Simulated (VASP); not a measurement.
## ZnSe: single point with LDA

Crystal: ZnSe.

```
Zn Se
1.0
     0.00000    2.89225    2.56178
     2.56178    0.00000    2.56178
     2.56178    2.89225    0.00000
Zn Se
1 1
Direct
  0.00000 0.00000 0.00000
  0.75000 0.75000 0.75000
```

This cell differs from its parent crystal: volume 18.981 Å^3 an atom, c/a of the conventional cell 1.1290.

```
Program             : VASP 6.6.1
Task                : single point
Functional          : LDA
Potentials or basis : VASP PAW LDA potentials, release 64 (Zn, Se)
Cutoff              : 520 eV
k mesh              : 10 × 10 × 10
Occupations         : gaussian, width 0.05 eV
Spin                : no spin polarisation
```

| Item | Value |
| --- | --- |
| Pressure | 12.4 GPa |
| Band gap on the k mesh | 1.58 eV, direct |

Stress tensor (GPa, compression positive):
```
14.12  0.00  0.00
 0.00  8.81  0.00
 0.00  0.00 14.12
```

Levels at points of the mesh, in eV from the valence-band top:
```csv
k point,band 5,band 6,band 7,band 8,band 9,band 10,band 11,band 12,band 13,band 14
"(0.00, 0.00, 0.00)",-7.20,-7.14,-0.67,0.00,0.00,1.58,5.51,5.51,5.51,9.80
"(0.50, 0.00, 0.00)",-7.15,-6.96,-6.66,-1.83,-0.88,2.20,5.84,6.65,8.65,11.34
"(0.50, 0.50, 0.00)",-7.11,-6.85,-5.55,-3.48,-3.17,1.94,2.66,10.87,11.84,11.88
"(0.50, 0.00, 0.50)",-7.09,-7.06,-6.35,-2.55,-2.55,2.74,3.86,10.84,12.25,12.25
```

Run time: 28 s on 1 thread of Intel(R) Xeon(R) 6975P-C (Granite Rapids), on a shared host, peak memory 0.18 GiB.

 A k mesh can miss the band edges.
